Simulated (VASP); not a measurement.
# Ir (Fm-3m) in VASP: notebook

Ir is run at these levels: BLYP; tasks: single point.

Everything below comes from runs of VASP 6.6.1. Logs are shortened: lines on timing, memory, paths and dates and some standing lists are left out, and cuts for length are marked.

## 1. The cell of the first run

Symmetry: Fm-3m, No. 225, cubic system. Conventional cell: a = 3.773 Å, b = 3.773 Å, c = 3.773 Å, α = 90.00°, β = 90.00°, γ = 90.00°. Ir (site symmetry m-3m) has 12 Ir at 2.67 Å within 3.5 Å.

## 2. Single point, BLYP (volume scaled by 0.88)

Input file INCAR:

```
  AGGAC = 1.0
  AGGAX = 1.0
  ALDAC = 0.0
  ALDAX = 1.0
  ALGO = Normal
  EDIFF = 1E-6
  ENCUT = 500
  GGA = B5
  GGA_COMPAT = F
  ISIF = 2
  ISMEAR = -1
  LASPH = T
  LCHARG = F
  LREAL = F
  LWAVE = F
  NBANDS = 14
  NELM = 120
  PREC = Accurate
  SIGMA = 0.1
```

Input file KPOINTS:

```
k-points
0
Gamma
  22 22 22
```

Input file POSCAR:

```
Ir
1.0
    0.0000000000      1.8867100159      1.8867100159
    1.8867100159      0.0000000000      1.8867100159
    1.8867100159      1.8867100159      0.0000000000
Ir
1
Direct
    0.0000000000      0.0000000000      0.0000000000
```

Potentials or basis: VASP PAW PBE potentials, release 64 (Ir_sv_GW).

Run with:

```
cat potpaw_PBE.64/Ir_sv_GW/POTCAR > POTCAR
mpirun -np 1 vasp_std > vasp.out
```

OUTCAR:

```text
EDIFF = 1E-6
   ENCUT = 500
   GGA = B5
   ISIF = 2
   ISMEAR = -1
   LASPH = T
   LREAL = F
   NELM = 120
   PREC = Accurate

 ion  position               nearest neighbor table
   1  0.000  0.000  0.000-

  LATTYP: Found a face centered cubic cell.
 ALAT       =     3.7734200318

  Lattice vectors:

 A1 = (   0.0000000000,   1.8867100159,   1.8867100159)
 A2 = (   1.8867100159,   0.0000000000,   1.8867100159)
 A3 = (   1.8867100159,   1.8867100159,   0.0000000000)

Analysis of symmetry for initial positions (statically):
=====================================================================
 Subroutine PRICEL returns:
 Original cell was already a primitive cell.

 Routine SETGRP: Setting up the symmetry group for a
 face centered cubic supercell.

 Subroutine GETGRP returns: Found 48 space group operations
 (whereof 48 operations were pure point group operations)
 out of a pool of 48 trial point group operations.

The static configuration has the point symmetry O_h .

Analysis of symmetry for dynamics (positions and initial velocities):
=====================================================================
 Subroutine PRICEL returns:
 Original cell was already a primitive cell.

 Routine SETGRP: Setting up the symmetry group for a
 face centered cubic supercell.

 Subroutine GETGRP returns: Found 48 space group operations
 (whereof 48 operations were pure point group operations)
 out of a pool of 48 trial point group operations.

The dynamic configuration has the point symmetry O_h .

 Subroutine INISYM returns: Found 48 space group operations
 (whereof 48 operations are pure point group operations),
 and found     1 'primitive' translations

----------------------------------------------------------------------------------------

                                     Primitive cell

  volume of cell :      13.4321

  direct lattice vectors                    reciprocal lattice vectors
     0.000000000  1.886710016  1.886710016    -0.265011579  0.265011579  0.265011579
     1.886710016  0.000000000  1.886710016     0.265011579 -0.265011579  0.265011579
     1.886710016  1.886710016  0.000000000     0.265011579  0.265011579 -0.265011579

  length of vectors
     2.668210893  2.668210893  2.668210893     0.459013519  0.459013519  0.459013519

  position of ions in fractional coordinates (direct lattice)
     0.000000000  0.000000000  0.000000000

[... 81 lines left out ...]
   ISIF   =      2    stress and relaxation
   ISYM   =      2    0-nonsym 1-usesym 2-fastsym
   POTIM  = 0.5000    time-step for ionic-motion
   TEBEG  =    0.0;   TEEND  =   0.0 temperature during run
   PSTRESS=    0.0 pullay stress
   NELECT =      17.0000    total number of electrons
   NUPDOWN=      -1.0000    fix difference up-down
   EMIN   =  10.00;   EMAX   =-10.00  energy-range for DOS
   EFERMI =   0.00;   METHOD = LEGACY
   ISMEAR =    -1;   SIGMA  =   0.10  broadening in eV -4-tet -1-fermi 0-gaus
   EFERMI_NEDOS =   21; number of points for ismear=-14 and -15
   IALGO  =     38    algorithm
   IMIX   =      4    mixing-type and parameters
     AMIX     =   0.40;   BMIX     =  1.00
     AMIX_MAG =   1.60;   BMIX_MAG =  1.00
  volume/ion in A,a.u.               =      13.43        90.64
  Fermi-wavevector in a.u.,A,eV,Ry     =   1.770826  3.346377 42.665504  3.135826
  Thomas-Fermi vector in A             =   2.837539
   LORBIT       =      0    0 simple, 1 ext, 2 COOP (PROOUT), +10 PAW based schemes
   GGA     = B5    functional components
   LHFCALC =     F    Hartree Fock is set to
   AEXX    =    0.0000 exact exchange contribution
   IVDW    =     0    specifies the selected vdW correction
   LEPSILON=     F    determine dielectric tensor
   LRPA    =     F    only Hartree local field effects (RPA)
 non-spin polarized calculation
  energy-cutoff  :      500.00
  volume of cell :       13.43
 maximum number of plane-waves:       350
   NGX =  9   NGY =  9   NGZ =  9

 number of electron      17.0000000 magnetization

 Free energy of the ion-electron system (eV)
  ---------------------------------------------------
  ext. energy  EPLUGINS =         0.00000000
  ---------------------------------------------------
  free energy    TOTEN  =        -7.80351647 eV

  energy without entropy =       -7.77310070  energy(sigma->0) =       -7.78830858

 E-fermi :  14.4969     XC(G=0): -14.1779

 val. band max:       14.4954710556   @ k =  -0.3636   0.0455   0.0000
 cond. band min:      14.5003343782   @ k =   0.5000   0.4545   0.0455
 fundamental gap:      0.0048633226
 Fermi energy:        14.4969408333

 k-point     1 :       0.0000    0.0000    0.0000
  band No.  band energies     occupation
      1     -78.0561      2.00000
      2     -34.7303      2.00000
      3     -34.7303      2.00000
      4     -34.7303      2.00000
      5       3.0992      2.00000
      6      10.3154      2.00000
      7      10.3154      2.00000
      8      10.3154      2.00000
      9      13.2079      1.99999
     10      13.2079      1.99999
     11      28.2825      0.00000
     12      33.9803      0.00000
     13      33.9803      0.00000
     14      33.9803      0.00000
[... 377 lines left out ...]
      1     -77.9702      2.00000
      2     -35.6784      2.00000
      3     -34.8801      2.00000
      4     -34.8653      2.00000
      5       6.0576      2.00000
      6      10.1398      2.00000
      7      10.2726      2.00000
      8      13.4097      1.99996
      9      15.3566      0.00037
     10      16.0264      0.00000
     11      22.5877      0.00000
     12      28.2349      0.00000
     13      33.9788      0.00000
     14      34.3845      0.00000

 [... further k-points ...]

------------------------ aborting loop because EDIFF is reached ----------------------------------------

  FORCE on cell =-STRESS in cart. coord.  units (eV):
  Direction    XX          YY          ZZ          XY          YZ          ZX
  --------------------------------------------------------------------------------------
  -------------------------------------------------------------------------------------
  Total        4.2323175      4.2323175      4.2323175      0.0000000      0.0000000      0.0000000
  in kB      504.8279147    504.8279147    504.8279147      0.0000000      0.0000000      0.0000000
  external PRESSURE =     504.8279147 kB  Pullay stress =       0.0000000 kB

 VOLUME and BASIS-vectors are now :
 -----------------------------------------------------------------------------
  energy-cutoff  :      500.00
  volume of cell :       13.43
      direct lattice vectors                 reciprocal lattice vectors
     0.000000000  1.886710016  1.886710016    -0.265011579  0.265011579  0.265011579
     1.886710016  0.000000000  1.886710016     0.265011579 -0.265011579  0.265011579
     1.886710016  1.886710016  0.000000000     0.265011579  0.265011579 -0.265011579

 POSITION                                       TOTAL-FORCE (eV/Angst)
 -----------------------------------------------------------------------------------
      0.00000      0.00000      0.00000         0.000000      0.000000      0.000000
 -----------------------------------------------------------------------------------
    total drift:                                0.000000     -0.000000     -0.000000

  FREE ENERGIE OF THE ION-ELECTRON SYSTEM (eV)
  ---------------------------------------------------
  free  energy   TOTEN  =        -7.8035164655 eV

  energy  without entropy=       -7.7731007023  energy(sigma->0) =       -7.78830858
```

Wall time 43 s (1 thread of Intel Xeon Platinum 8259CL at 2.50GHz (Skylake/Cascade Lake), shared host); peak memory 0.18 GiB.

What came out:

```
Free energy : -7.8035 eV
Pressure    : 50.5 GPa
```

Caveat: the cell differs from its parent crystal (volume scaled by 0.88); the PAW data sets were made with another functional, which shifts forces and pressure a little; spin-orbit coupling is left out, which moves the levels of the heavy elements.

## 3. Single point, BLYP

This run uses another cell than the first one, of 15.26 Å³/atom, 1.136 times its volume.

Input file INCAR:

```
PREC     = Accurate       # precision mode
ENCUT    = 500            # plane-wave cutoff, eV
EDIFF    = 1E-6           # SCF threshold, eV
ISMEAR   = -1             # smearing method
SIGMA    = 0.1            # smearing width, eV
LREAL    = F              # projectors in reciprocal space
LASPH    = T              # aspherical terms in the spheres
NELM     = 120            # most SCF steps
ALGO     = Normal         # electronic algorithm
ISIF     = 2              # what is computed and relaxed
LWAVE    = F              # write WAVECAR
LCHARG   = F              # write CHGCAR
GGA      = B5             # functional
ALDAX    = 1.0          
AGGAX    = 1.0          
AGGAC    = 1.0          
ALDAC    = 0.0          
NBANDS   = 14             # bands
GGA_COMPAT= F
```

Input file KPOINTS:

```
Automatic mesh
0
Gamma
  14 14 14
```

Input file POSCAR:

```
Ir
1.0
    0.0000000000      1.9688422975      1.9688422975
    1.9688422975      0.0000000000      1.9688422975
    1.9688422975      1.9688422975      0.0000000000
Ir
1
Direct
    0.0000000000      0.0000000000      0.0000000000
```

Potentials or basis: VASP PAW PBE potentials, release 64 (Ir_sv_GW).

Run with:

```
cat potpaw_PBE.64/Ir_sv_GW/POTCAR > POTCAR
mpirun -np 1 vasp_std > vasp.out
```

Wall time 34 s (1 thread of Intel Xeon Platinum 8259CL at 2.50GHz (Skylake/Cascade Lake), shared host); peak memory 0.14 GiB.

The run converged. Its results:

- Free energy: -8.0769 eV
- Pressure: -1.4 GPa

Levels at points of the mesh, in eV from the Fermi level:
```
           k point  band 6  band 7  band 8  band 9  band 10  band 11
(0.00, 0.00, 0.00)   -3.40   -3.40   -3.40   -1.04    -1.04    14.19
(0.50, 0.00, 0.00)   -3.48   -3.48   -0.15    0.82     0.82     6.63
(0.50, 0.50, 0.00)   -6.44    0.78    1.34    1.34     2.07     9.62
```

Caveat: the PAW data sets were made with another functional, which shifts forces and pressure a little; spin-orbit coupling is left out, which moves the levels of the heavy elements.

## 4. Single point, BLYP (volume scaled by 1.12)

Input file INCAR:

```
  PREC = Accurate
  ENCUT = 500
  EDIFF = 1E-6
  ISMEAR = -1
  SIGMA = 0.1
  LREAL = False
  LASPH = True
  NELM = 120
  ALGO = Normal
  ISIF = 2
  LWAVE = False
  LCHARG = False
  GGA = B5
  ALDAX = 1.0
  AGGAX = 1.0
  AGGAC = 1.0
  ALDAC = 0.0
  NBANDS = 14
  GGA_COMPAT = False
```

Input file KPOINTS:

```
Automatic mesh
0
Gamma
  22 22 22
```

Input file POSCAR:

```
Ir
1.0
    0.0000000000      2.0446404034      2.0446404034
    2.0446404034      0.0000000000      2.0446404034
    2.0446404034      2.0446404034      0.0000000000
Ir
1
Direct
    0.0000000000      0.0000000000      0.0000000000
```

Run with:

```
cat potpaw_PBE.64/Ir_sv_GW/POTCAR > POTCAR
mpirun -np 1 vasp_std > vasp.out
```

Wall time 61 s (1 thread of Intel Xeon Platinum 8488C (Sapphire Rapids), shared host); peak memory 0.2 GiB.

Results (log left out):

```yaml
Free_energy: -7.9354 eV
Pressure: -25.9 GPa
```

Levels at points of the mesh, in eV from the Fermi level:
```
           k point  band 4  band 5  band 6  band 7  band 8  band 9  band 10  band 11  band 12  band 13
(0.00, 0.00, 0.00)  -48.73   -8.99   -2.88   -2.88   -2.88   -0.91    -0.91    14.35    18.71    18.71
(0.50, 0.00, 0.00)  -48.80   -6.19   -2.93   -2.93    0.11    0.64     0.64     5.61    13.99    17.84
(0.50, 0.50, 0.00)  -48.89   -5.86   -5.44    0.60    1.05    1.05     2.09     8.23    10.90    10.90
```

Caveat: the cell differs from its parent crystal (volume scaled by 1.12); the PAW data sets were made with another functional, which shifts forces and pressure a little; spin-orbit coupling is left out, which moves the levels of the heavy elements.

## 5. Single point, BLYP, collinear spin, ferromagnetic start

This run uses another cell than the first one, of 15.25 Å³/atom, 1.136 times its volume.

Input file INCAR:

```
PREC = Accurate
ENCUT = 500
EDIFF = 1E-6
ISMEAR = -1
SIGMA = 0.1
LREAL = F
LASPH = T
NELM = 200
ALGO = Normal
ISIF = 2
LWAVE = F
LCHARG = T
ISPIN = 2
MAGMOM = 1
LORBIT = 11
LMAXMIX = 4
GGA = B5
ALDAX = 1.0
AGGAX = 1.0
AGGAC = 1.0
ALDAC = 0.0
LELF = T
LVHAR = T
NBANDS = 14
GGA_COMPAT = F
```

Input file KPOINTS:

```
Automatic mesh
0
Gamma
  7 7 7
```

Input file POSCAR:

```
Ir
1.0
    0.0000000000      1.9683987098      1.9683987098
    1.9683987098      0.0000000000      1.9683987098
    1.9683987098      1.9683987098      0.0000000000
Ir
1
Direct
    0.0000000000      0.0000000000      0.0000000000
```

Potentials or basis: VASP PAW PBE potentials, release 64 (Ir).

Run with:

```
cat potpaw_PBE.64/Ir/POTCAR > POTCAR
mpirun -np 1 vasp_std > vasp.out
```

Run time: 18 s. Hardware: 1 thread of Intel Xeon Platinum 8488C (Sapphire Rapids), shared host; peak memory 0.13 GiB.

It converged, with:

| Quantity | Value |
| --- | --- |
| Free energy | -7.5282 eV |
| Pressure | 1.2 GPa |
| Net moment | 0.00 μB per cell |
| Valence electrons inside the program's atomic spheres | Ir 8.22 |

Levels at points of the mesh, in eV from the Fermi level:
Spin up:
```tsv
k point	band 1	band 2	band 3	band 4	band 5	band 6	band 7	band 8	band 9
(0.00, 0.00, 0.00)	-10.18	-3.52	-3.52	-3.52	-1.14	-1.14	14.72	19.74	19.74
```
Spin down:
| k point | band 2 | band 3 | band 4 | band 5 | band 6 | band 7 |
| --- | --- | --- | --- | --- | --- | --- |
| (0.00, 0.00, 0.00) | -3.52 | -3.52 | -3.52 | -1.14 | -1.14 | 14.72 |

Caveat: the k points lie up to 0.39 Å⁻¹ apart; the PAW data sets were made with another functional, which shifts forces and pressure a little; spin-orbit coupling is left out, which moves the levels of the heavy elements.

## 6. Summary

```tsv
potentials or basis	spin	cell	k mesh	second run	gap on the mesh (eV)	pressure (GPa)
VASP PAW PBE potentials, release 64 (Ir_sv_GW)	off	a = 2.668 Å, angles 60.0°, 1 atom	22 × 22 × 22	valence_matched	none	50.5
VASP PAW PBE potentials, release 64 (Ir_sv_GW)	off	a = 2.784 Å, angles 60.0°, 1 atom	14 × 14 × 14	valence_matched	none	-1.4
VASP PAW PBE potentials, release 64 (Ir_sv_GW)	off	a = 2.892 Å, angles 60.0°, 1 atom	22 × 22 × 22	valence_matched	none	-25.9
VASP PAW PBE potentials, release 64 (Ir)	collinear, ferromagnetic start	a = 2.784 Å, angles 60.0°, 1 atom	7 × 7 × 7	-	none	1.2
```

Alike in all rows: task single point; level BLYP; cutoff (eV) 500; smearing fermi-dirac 0.1 eV.

Caveats: some runs use coarse meshes; the PAW data sets were made with another functional, which shifts forces and pressure a little; spin-orbit coupling is left out, which moves the levels of the heavy elements.

Absolute energies hang on the potentials; compare differences alone.
